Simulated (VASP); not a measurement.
A run of VASP 6.6.1:

POSCAR

```
Si16Ni
1.0
    0.0000000000      5.4437023800     -5.4437023800
    5.4437023800      5.4437023800      0.0000000000
    5.4437023800      0.0000000000     -5.4437023800
Si Ni
16 1
Direct
    0.1298034776      0.1408338382      0.1408477993
    0.1168021239      0.6445728945      0.1172771683
    0.6124533943      0.1314708171      0.1314669594
    0.6211780630      0.6284554631      0.1228572860
    0.1167954189      0.1172669730      0.6445952139
    0.1254509252      0.6218189871      0.6218300090
    0.6211746646      0.1228527854      0.6284614333
    0.6279649880      0.6230635445      0.6230615238
    0.2464905144      0.7664147870      0.2475425558
    0.2408696157      0.2710608327      0.2710792025
    0.7416433189      0.7573796678      0.2488718900
    0.7508131809      0.2551483169      0.2551547464
    0.2542979765      0.7448047702      0.7448157921
    0.2464875752      0.2475315339      0.7664298503
    0.7511171101      0.7489516721      0.7489573668
    0.7416388182      0.2488736352      0.7573795759
   -0.0168458879      0.0342090708      0.0342772229
```

Contents of INCAR.step1:

```
PREC = Accurate
ENCUT = 520
ISMEAR = 0
SIGMA = 0.02
LREAL = Auto
LASPH = True
NELM = 100
NBANDS = 51
GGA = PE
ALGO = Normal
EDIFF = 1E-4
LWAVE = True
LCHARG = False
```

File INCAR.step2:

```
PREC = Accurate
ENCUT = 520
EDIFF = 1E-6
ISMEAR = 0
SIGMA = 0.02
LREAL = Auto
LASPH = True
NELM = 100
ALGO = Normal
ISIF = 2
LWAVE = False
LCHARG = False
METAGGA = R2SCAN
LMIXTAU = True
NBANDS = 51
ISTART = 1
```

The input KPOINTS:

```
regular mesh
0
Gamma
  2 2 2
```

Potentials or basis: VASP PAW PBE potentials, release 64 (Si, Ni).

Launch:

```console
$ cat potpaw_PBE.64/Si/POTCAR potpaw_PBE.64/Ni/POTCAR > POTCAR
$ cp INCAR.step1 INCAR
$ mpirun -np 1 vasp_std > vasp.out
$ cp INCAR.step2 INCAR
$ mpirun -np 1 vasp_std > vasp.out
```

Hardware: 1 thread of AMD EPYC 7R13 Processor (Zen 3), with other jobs on the host.

Question: Estimate the wall time of this run.

Answer: It took 13 min on 1 thread of AMD EPYC 7R13 Processor (Zen 3), with other jobs on the host, peak memory 0.54 GiB. Counts: k points 8.
